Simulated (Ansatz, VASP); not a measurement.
This is a calculation of Mg for VASP 6.6.1.

INCAR

```
ALGO = Normal ; EDIFF = 1E-6
EDIFFG = -0.02 ; ENCUT = 600
GGA = PE ; IBRION = 2
ISIF = 3 ; ISMEAR = 0
IVDW = 13 ; LASPH = True
LCHARG = False ; LREAL = False
LWAVE = False ; NELM = 100
NSW = 80 ; PREC = Accurate
SIGMA = 0.05
```

The input KPOINTS:

```
k-points
0
Gamma
  11 11 11
```

Contents of POSCAR:

```
Mg
1.0
   -1.7581320000      1.7549240000      1.8087960000
    1.7457780000     -1.7495850000      1.7911020000
    1.7726310000      1.7640830000     -1.8034570000
Mg
1
Direct
    0.0001410000      0.0098150000      0.0000050000
```

Potentials or basis: VASP PAW PBE potentials, release 64 (Mg).

Command:

```sh
$ cat potpaw_PBE.64/Mg/POTCAR > POTCAR
$ mpirun -np 1 vasp_std > vasp.out
```

Question: Set up the same calculation for Ansatz 0.2.0. Potentials there: all-electron LAPW, scalar-relativistic.

Answer: As run (the cutoff follows the program's own potentials):

File input.yaml:

```yaml
crystal:
  lattice:
    - [-1.758132, 1.754924, 1.808796]
    - [1.745778, -1.749585, 1.791102]
    - [1.772631, 1.764083, -1.803457]
  atoms:
    - { symbol: Mg, position: [0.000141, 0.009815, 5.0e-06] }
kpoints:
  mp_grid: { grid: [11, 11, 11] }
scf:
  occupations: { method: gaussian, width: 0.05 }
hamiltonian:
  xc: pbe
  dispersion: d4
  pseudopotentials: { kind: all_electron, lapw: { basis_error: 0.0005 } }
output:
  forces: true
  stress: true
relax:
  f_tol: 0.02
  max_steps: 60
  cell: {}
```

Potentials or basis: all-electron LAPW, scalar-relativistic.

Command:

```sh
$ ansatz run input.yaml --threads 1 --pin off --max-ram 2560MiB --backend cpu --events-out ev --progress --plain --runs-dir out
```

Both were run:

|  | VASP | Ansatz | Ansatz less VASP |
| --- | --- | --- | --- |
| relaxed volume (Å³/atom) | 22.26 | 22.26 | -0.001 |
| relaxed length of the cell vector where the two differ most in proportion (Å) | 3.073 | 3.070 | -0.0035 |

Ansatz ran all-electron here, and VASP with PAW potentials.
